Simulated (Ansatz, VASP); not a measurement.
One calculation of Li2YCo3, two programs

```
Co Y Li
1.0
     2.47460    4.28617    0.00000
    -2.47470    4.28623    0.00000
     0.00000    0.00000    4.09444
Co Y Li
3 1 2
Direct
  0.49998 0.50002 0.50000
  0.49998 0.00002 0.50000
  0.99998 0.50002 0.50000
  0.99999 0.00001 0.00000
  0.33331 0.33335 0.00000
  0.66666 0.66668 0.00000
```

Alike in both runs: functional revPBE; k mesh 4 × 4 × 6; occupations methfessel-paxton of order 1, width 0.1629 eV; collinear spin.

Ansatz relaxed the structure, and its values are those at the end. VASP's run is a single point on that final structure, the one shown.

|  | VASP | Ansatz |
| --- | --- | --- |
| version | VASP 6.6.1 | Ansatz 0.2.0 |
| potentials or method | VASP PAW PBE potentials, release 64 (Co, Y_sv, Li_sv), cutoff 520 eV | PAW plane waves |
| valence electrons in the cell | 44 | 68 |

VASP gave:

```
gap on the k mesh at the Fermi level (eV)                     : none
net moment per atom (μB)                                      : 0.53
size of the moment on the site where the two differ most (μB) : 0.37
```

Problem. Estimate Ansatz's values.

Solution. gap on the k mesh at the Fermi level (eV): none; net moment per atom (μB): 0.53; size of the moment on the site where the two differ most (μB): 0.22.

VASP's potentials were made for PBE, not for revPBE. Site moments also hang on the region over which each program counts them. A gap of «none» marks a metal or a gap that the smearing closes. VASP's potentials hold 44 valence electrons a cell and Ansatz's 68, so a difference there can come from the potentials and not from the codes. Ansatz's warnings: seeded moment not kept.

The k mesh is coarse, so the values compare programs but aren't converged. Noted on VASP's run: the cutoff is under 1.25 times that of the potentials, so the pressure is a little rough.
